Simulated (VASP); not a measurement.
# Rh (Fm-3m) in VASP: further runs, part 2 of 2

VASP 6.6.1. The steps go on from the part before.

## (3) Single point, PBE

This run uses another cell than the first one, of 12.81 Å³/atom, 0.974 times its volume.

Contents of INCAR:

```
PREC = Accurate
ENCUT = 500
EDIFF = 1E-6
ISMEAR = -1
SIGMA = 0.05
LREAL = F
LASPH = T
NELM = 120
ALGO = Normal
ISIF = 2
LWAVE = F
LCHARG = F
GGA = PE
NBANDS = 14
GGA_COMPAT = F
```

Contents of KPOINTS:

```
Automatic mesh
0
Gamma
  9 9 9
```

Contents of POSCAR:

```
Rh
1.0
    2.6266186716      0.0000000000      0.0000000000
    1.3133093358      2.2747184957      0.0000000000
    1.3133093358      0.7582394986      2.1446251648
Rh
1
Direct
    0.0000000000      0.0000000000      0.0000000000
```

Potentials or basis: VASP PAW PBE potentials, release 64 (Rh_pv).

Started as:

```bash
> cat potpaw_PBE.64/Rh_pv/POTCAR > POTCAR
> mpirun -np 1 vasp_std > vasp.out
```

OUTCAR:

```text
PREC = Accurate
   ENCUT = 500
   EDIFF = 1E-6
   ISMEAR = -1
   LREAL = F
   LASPH = T
   NELM = 120
   ISIF = 2
   GGA = PE

 ion  position               nearest neighbor table
   1  0.000  0.000  0.000-

  LATTYP: Found a face centered cubic cell.
 ALAT       =     3.7145997486

  Lattice vectors:

 A1 = (   2.6266186716,   0.0000000000,   0.0000000000)
 A2 = (   1.3133093358,   2.2747184957,   0.0000000000)
 A3 = (   1.3133093358,   0.7582394986,   2.1446251648)

Analysis of symmetry for initial positions (statically):
=====================================================================
 Subroutine PRICEL returns:
 Original cell was already a primitive cell.

 Routine SETGRP: Setting up the symmetry group for a
 face centered cubic supercell.

 Subroutine GETGRP returns: Found 48 space group operations
[... 9 lines left out ...]

 Routine SETGRP: Setting up the symmetry group for a
 face centered cubic supercell.

 Subroutine GETGRP returns: Found 48 space group operations
[... 11 lines left out ...]
                                     Primitive cell

  volume of cell :      12.8137

  direct lattice vectors                    reciprocal lattice vectors
     2.626618672  0.000000000  0.000000000     0.380717616 -0.219807418 -0.155427316
     1.313309336  2.274718496  0.000000000     0.000000000  0.439614837 -0.155427316
     1.313309336  0.758239499  2.144625165     0.000000000  0.000000000  0.466281948

  length of vectors
     2.626618672  2.626618672  2.626618672     0.466281948  0.466281948  0.466281948

  position of ions in fractional coordinates (direct lattice)
     0.000000000  0.000000000  0.000000000

  ion indices of the primitive-cell ions
   primitive index   ion index
                 1           1

----------------------------------------------------------------------------------------

 KPOINTS: Automatic mesh

Automatic generation of k-mesh.
 Grid dimensions read from file:
 generate k-points for:    9    9    9

 Generating k-lattice:

  Cartesian coordinates                     Fractional coordinates (reciprocal lattice)
     0.042301957 -0.024423046 -0.017269702     0.111111111  0.000000000  0.000000000
     0.000000000  0.048846093 -0.017269702     0.000000000  0.111111111 -0.000000000
     0.000000000  0.000000000  0.051809105     0.000000000  0.000000000  0.111111111

  Length of vectors
     0.051809105  0.051809105  0.051809105

  Shift w.r.t. Gamma in fractional coordinates (k-lattice)
     0.000000000  0.000000000  0.000000000

 Subroutine IBZKPT returns following result:
 ===========================================

 Found     35 irreducible k-points:

 Following reciprocal coordinates:
            Coordinates               Weight
  0.000000  0.000000  0.000000      1.000000
  0.111111 -0.000000  0.000000      8.000000
  0.222222  0.000000  0.000000      8.000000
  0.333333  0.000000  0.000000      8.000000
  0.444444  0.000000  0.000000      8.000000
  0.111111  0.111111  0.000000      6.000000
[... 16 lines left out ...]
 -0.333333  0.333333 -0.000000     12.000000
  0.444444  0.444444  0.000000      6.000000
 [... further k-points ...]
   k-points           NKPTS =     35   k-points in BZ     NKDIM =     35   number of bands    NBANDS=     14
   number of dos      NEDOS =    301   number of ions     NIONS =      1
   total plane-waves  NPLWV =   8000
   dimension x,y,z NGX =    20 NGY =   20 NGZ =   20
   dimension x,y,z NGXF=    40 NGYF=   40 NGZF=   40
   ions per type =               1
   NGX,Y,Z   is equivalent  to a cutoff of  12.66, 12.66, 12.66 a.u.
   NGXF,Y,Z  is equivalent  to a cutoff of  25.32, 25.32, 25.32 a.u.
 SYSTEM =  unknown system
   PREC   = accura    normal or accurate (medium, high low for compatibility)
   ISTART =      0    job   : 0-new  1-cont  2-samecut
   ICHARG =      2    charge: 1-file 2-atom 10-const
   ISPIN  =      1    spin polarized calculation?
   LNONCOLLINEAR =      F non collinear calculations
   LSORBIT =      F    spin-orbit coupling
   LASPH  =      T    aspherical Exc in radial PAW
   ENCUT  =  500.0 eV  36.75 Ry    6.06 a.u.   4.79  4.79  4.79*2*pi/ulx,y,z
   NELM   =    120;   NELMIN=  2; NELMDL= -5     # of ELM steps
   EDIFF  = 0.1E-05   stopping-criterion for ELM
   LREAL  =      F    real-space projection
   EDIFFG = 0.1E-04   stopping-criterion for IOM
   NSW    =      0    number of steps for IOM
   IBRION =     -1    ionic relax: 0-MD 1-quasi-New 2-CG
   NFREE  =      0    steps in history (QN), initial steepest desc. (CG)
   ISIF   =      2    stress and relaxation
   ISYM   =      2    0-nonsym 1-usesym 2-fastsym
   POTIM  = 0.5000    time-step for ionic-motion
   TEBEG  =    0.0;   TEEND  =   0.0 temperature during run
   PSTRESS=    0.0 pullay stress
   NELECT =      15.0000    total number of electrons
   NUPDOWN=      -1.0000    fix difference up-down
   EMIN   =  10.00;   EMAX   =-10.00  energy-range for DOS
[... 5 lines left out ...]
     AMIX     =   0.40;   BMIX     =  1.00
     AMIX_MAG =   1.60;   BMIX_MAG =  1.00
  volume/ion in A,a.u.               =      12.81        86.47
  Fermi-wavevector in a.u.,A,eV,Ry     =   1.725361  3.260459 40.502767  2.976869
  Thomas-Fermi vector in A             =   2.800876
   LORBIT       =      0    0 simple, 1 ext, 2 COOP (PROOUT), +10 PAW based schemes
   GGA     = PE    functional components
   LHFCALC =     F    Hartree Fock is set to
   AEXX    =    0.0000 exact exchange contribution
   IVDW    =     0    specifies the selected vdW correction
   LEPSILON=     F    determine dielectric tensor
   LRPA    =     F    only Hartree local field effects (RPA)
 non-spin polarized calculation
  energy-cutoff  :      500.00
  volume of cell :       12.81
 maximum number of plane-waves:       332
   NGX =  9   NGY =  9   NGZ =  9

 number of electron      14.9999994 magnetization

 Free energy of the ion-electron system (eV)
  ---------------------------------------------------
  ext. energy  EPLUGINS =         0.00000000
  ---------------------------------------------------
  free energy    TOTEN  =        -7.14926974 eV

  energy without entropy =       -7.14068684  energy(sigma->0) =       -7.14497829

 E-fermi :  13.1654     XC(G=0): -14.4937

 val. band max:       13.0955036603   @ k =   0.3333   0.2222   0.0000
 cond. band min:      13.1701565311   @ k =  -0.3333   0.3333  -0.0000
 fundamental gap:      0.0746528708
 Fermi energy:        13.1654450723

 k-point     1 :       0.0000    0.0000    0.0000
  band No.  band energies     occupation
      1     -33.2737      2.00000
      2     -33.2737      2.00000
      3     -33.2737      2.00000
      4       4.7601      2.00000
      5       9.8078      2.00000
      6       9.8078      2.00000
      7       9.8078      2.00000
      8      12.1291      2.00000
      9      12.1291      2.00000
     10      29.1755      0.00000
     11      33.5310      0.00000
     12      35.0286      0.00000
     13      35.0286      0.00000
     14      35.0286      0.00000

 k-point     2 :       0.1111   -0.0000    0.0000
  band No.  band energies     occupation
      1     -33.3868      2.00000
      2     -33.2887      2.00000
      3     -33.2887      2.00000
      4       5.2755      2.00000
      5       9.5894      2.00000
      6      10.0030      2.00000
      7      10.0030      2.00000
      8      12.0276      2.00000
      9      12.0276      2.00000
     10      29.9447      0.00000
     11      32.8429      0.00000
     12      33.5339      0.00000
     13      35.8309      0.00000
     14      35.8309      0.00000
[... 343 lines left out ...]
      1     -33.9039      2.00000
      2     -33.8979      2.00000
      3     -33.4971      2.00000
      4       7.6097      2.00000
      5       8.6814      2.00000
      6      10.0100      2.00000
      7      11.8317      2.00000
      8      13.1702      0.95292
      9      20.3024      0.00000
     10      23.8156      0.00000
     11      25.9870      0.00000
     12      32.6208      0.00000
     13      33.5300      0.00000
     14      34.0201      0.00000

 k-point    24 :       0.4444    0.4444    0.0000
  band No.  band energies     occupation
      1     -34.1240      2.00000
      2     -33.6029      2.00000
      3     -33.6029      2.00000
      4       6.3227      2.00000
      5       6.7068      2.00000
      6      13.7879      0.00001
      7      14.1357      0.00000
      8      14.1357      0.00000
      9      15.9490      0.00000
     10      27.2214      0.00000
     11      27.3959      0.00000
     12      27.3959      0.00000
     13      33.5282      0.00000
     14      37.3288      0.00000

 [... further k-points ...]

------------------------ aborting loop because EDIFF is reached ----------------------------------------

  FORCE on cell =-STRESS in cart. coord.  units (eV):
  Direction    XX          YY          ZZ          XY          YZ          ZX
  --------------------------------------------------------------------------------------
  -------------------------------------------------------------------------------------
  Total        2.4250723      2.4250723      2.4250723     -0.0000000      0.0000000     -0.0000000
  in kB      303.2209429    303.2209429    303.2209429     -0.0000000      0.0000000     -0.0000000
  external PRESSURE =     303.2209429 kB  Pullay stress =       0.0000000 kB

 VOLUME and BASIS-vectors are now :
 -----------------------------------------------------------------------------
  energy-cutoff  :      500.00
  volume of cell :       12.81
      direct lattice vectors                 reciprocal lattice vectors
     2.626618672  0.000000000  0.000000000     0.380717616 -0.219807418 -0.155427316
     1.313309336  2.274718496  0.000000000     0.000000000  0.439614837 -0.155427316
     1.313309336  0.758239499  2.144625165     0.000000000  0.000000000  0.466281948

 POSITION                                       TOTAL-FORCE (eV/Angst)
 -----------------------------------------------------------------------------------
      0.00000      0.00000      0.00000        -0.000000     -0.000000      0.000000
 -----------------------------------------------------------------------------------
    total drift:                               -0.000000      0.000000      0.000000

  FREE ENERGIE OF THE ION-ELECTRON SYSTEM (eV)
  ---------------------------------------------------
  free  energy   TOTEN  =        -7.1492697386 eV

  energy  without entropy=       -7.1406868364  energy(sigma->0) =       -7.14497829
```

OSZICAR:

```text
N       E                     dE             d eps       ncg     rms          rms(c)
DAV:   1     0.120249785325E+03    0.12025E+03   -0.84313E+03   980   0.112E+03
DAV:   2    -0.594414802784E+01   -0.12619E+03   -0.12050E+03  1106   0.340E+02
DAV:   3    -0.764123462069E+01   -0.16971E+01   -0.16945E+01  1160   0.429E+01
DAV:   4    -0.764711821269E+01   -0.58836E-02   -0.58835E-02  1118   0.262E+00
DAV:   5    -0.764716467678E+01   -0.46464E-04   -0.46463E-04  1112   0.206E-01    0.122E+01
DAV:   6    -0.717583690243E+01    0.47133E+00   -0.69572E-01  1022   0.120E+01    0.459E+00
DAV:   7    -0.715332176914E+01    0.22515E-01   -0.23023E-02  1106   0.201E+00    0.197E+00
DAV:   8    -0.714949909359E+01    0.38227E-02   -0.45162E-03  1028   0.926E-01    0.297E-01
DAV:   9    -0.714926929972E+01    0.22979E-03   -0.16716E-04  1028   0.184E-01    0.110E-02
DAV:  10    -0.714926973863E+01   -0.43892E-06   -0.31859E-06  1106   0.231E-02
   1 F= -.71492697E+01 E0= -.71449783E+01  d E =-.858290E-02
```

stdout:

```text
POSCAR found type information on POSCAR Rh
 POSCAR found :  1 types and       1 ions
 scaLAPACK will be used
 LDA part: xc-table for (Slater+PW92), standard interpolation
 POSCAR, INCAR and KPOINTS ok, starting setup
 FFT: planning ... GRIDC
 FFT: planning ... GRID_SOFT
 FFT: planning ... GRID
 WAVECAR not read
 entering main loop
```

It took 8.5 s on 1 thread of Intel Xeon 8259CL, shared host; peak memory 0.12 GiB.

What came out:

| Quantity | Value |
| --- | --- |
| Free energy | -7.1493 eV |
| Pressure | 30.3 GPa |

Levels at points of the mesh, in eV from the Fermi level:
| k point | band 5 | band 6 | band 7 | band 8 | band 9 | band 10 | band 11 | band 12 |
| --- | --- | --- | --- | --- | --- | --- | --- | --- |
| (0.00, 0.00, 0.00) | -3.36 | -3.36 | -3.36 | -1.04 | -1.04 | 16.01 | 20.37 | 21.86 |

## (4) Relaxation of cell and atoms, PBE

This run uses another cell than the first one, of 13.67 Å³/atom, 1.039 times its volume.

Contents of INCAR:

```
ALGO = Normal
EDIFF = 1E-7
EDIFFG = -0.02
ENCUT = 500
GGA = PE
GGA_COMPAT = False
IBRION = 2
ISIF = 3
ISMEAR = -1
LASPH = True
LCHARG = False
LREAL = False
LWAVE = False
NELM = 120
NELMIN = 4
NSW = 80
PREC = Accurate
SIGMA = 0.05
```

Contents of KPOINTS:

```
k-points
0
Gamma
  9 9 9
```

Contents of POSCAR:

```
Rh
1.0
    2.6839650000      0.0000000000      0.0000000000
    1.3419825000      2.3243818729      0.0000000000
    1.3419825000      0.7747939576      2.1914482458
Rh
1
Direct
    0.0000000000      0.0000000000      0.0000000000
```

Potentials or basis: VASP PAW PBE potentials, release 64 (Rh_pv).

Started as:

```bash
> cat potpaw_PBE.64/Rh_pv/POTCAR > POTCAR
> mpirun -np 1 vasp_std > vasp.out
```

OUTCAR:

```text
EDIFF = 1E-7
   EDIFFG = -0.02
   ENCUT = 500
   GGA = PE
   IBRION = 2
   ISIF = 3
   ISMEAR = -1
   LASPH = True
   LREAL = False
   NELM = 120
   NELMIN = 4
   NSW = 80
   PREC = Accurate

 ion  position               nearest neighbor table
   1  0.000  0.000  0.000-

  LATTYP: Found a face centered cubic cell.
 ALAT       =     3.7956997040

  Lattice vectors:

 A1 = (   2.6839650000,   0.0000000000,   0.0000000000)
 A2 = (   1.3419825000,   2.3243818729,   0.0000000000)
 A3 = (   1.3419825000,   0.7747939576,   2.1914482458)

Analysis of symmetry for initial positions (statically):
=====================================================================
 Subroutine PRICEL returns:
 Original cell was already a primitive cell.
[... 256 lines left out ...]
  band No.  band energies     occupation
      1     -34.8630      2.00000
      2     -34.8630      2.00000
      3     -34.8630      2.00000
      4       3.6994      2.00000
      5       8.5159      2.00000
      6       8.5159      2.00000
      7       8.5159      2.00000
      8      10.5186      2.00000
      9      10.5186      2.00000
     10      27.5105      0.00000
     11      32.0582      0.00000
[... 309 lines left out ...]
 k-point    24 :       0.4444    0.4444    0.0000
  band No.  band energies     occupation
      1     -35.4813      2.00000
      2     -35.1042      2.00000
      3     -35.1042      2.00000
      4       5.4658      2.00000
      5       5.8135      2.00000
      6      11.9428      0.00006
      7      12.2438      0.00000
      8      12.2438      0.00000
      9      14.0773      0.00000
     10      24.2641      0.00000
     11      25.0395      0.00000

 [... further k-points ...]

------------------------ aborting loop because EDIFF is reached ----------------------------------------

  FORCE on cell =-STRESS in cart. coord.  units (eV):
  Direction    XX          YY          ZZ          XY          YZ          ZX
  --------------------------------------------------------------------------------------
  -------------------------------------------------------------------------------------
  Total       -0.0143891     -0.0143891     -0.0143891      0.0000000      0.0000000     -0.0000000
  in kB       -1.6391261     -1.6391261     -1.6391261      0.0000000      0.0000000     -0.0000000
  external PRESSURE =      -1.6391261 kB  Pullay stress =       0.0000000 kB
[... 16 lines left out ...]
  FREE ENERGIE OF THE ION-ELECTRON SYSTEM (eV)
  ---------------------------------------------------
  free  energy   TOTEN  =        -7.2557976104 eV

  energy  without entropy=       -7.2456503543  energy(sigma->0) =       -7.25072398

 reached required accuracy - stopping structural energy minimisation
```

Run time: 25 s. Hardware: 1 thread of Intel Xeon 8259CL, shared host; peak memory 0.13 GiB.

Results:

- Free energy: -7.2558 eV
- Relaxed volume: 14.06 Å³/atom
- Relaxed cell: a = 2.709 Å, b = 2.709 Å, c = 2.709 Å, α = 60.00°, β = 60.00°, γ = 60.00°
- Space group after relaxing (to 0.05 Å): Fm-3m (No. 225)
- Energy gained by relaxing: 8.9 meV/atom
- Ionic steps: 3
- Pressure after relaxing: -0.2 GPa

Step by step:
| step | energy change (eV) | largest force (eV/Å) | pressure (GPa) | volume (Å³) |
| --- | --- | --- | --- | --- |
| 1 | 0.0000 | 0.0000 | 7.65 | 13.67 |
| 2 | 0.0359 | 0.0000 | -14.14 | 15.00 |
| 3 | -0.0089 | 0.0000 | -0.16 | 14.06 |

Final structure:
```
Rh
1.0
     2.70946    0.00000    0.00000
     1.35473    2.34646    0.00000
     1.35473    0.78215    2.21226
Rh
1
Cartesian
  1.3547 0.7822 2.2123
```

PBE usually gives volumes a little too large and moduli too small. Zero-point motion and thermal expansion aren't in these numbers.

## (5) Overview

```csv
task,cell,gap on the mesh (eV),pressure (GPa)
single point,"a = 2.650 Å, angles 60.0°, 1 atom",none,20.3
single point,"a = 2.627 Å, angles 60.0°, 1 atom",none,30.3
relaxation of cell and atoms,"relaxed from a = 2.684 Å, angles 60.0°, 1 atom",none,-0.2
```

Alike in all rows: level PBE; potentials or basis VASP PAW PBE potentials, release 64 (Rh_pv); no spin polarisation; k mesh 9 × 9 × 9; cutoff (eV) 500; smearing fermi-dirac 0.05 eV.

Total energies depend on the potentials used, so only differences within one code and one set of settings carry meaning.
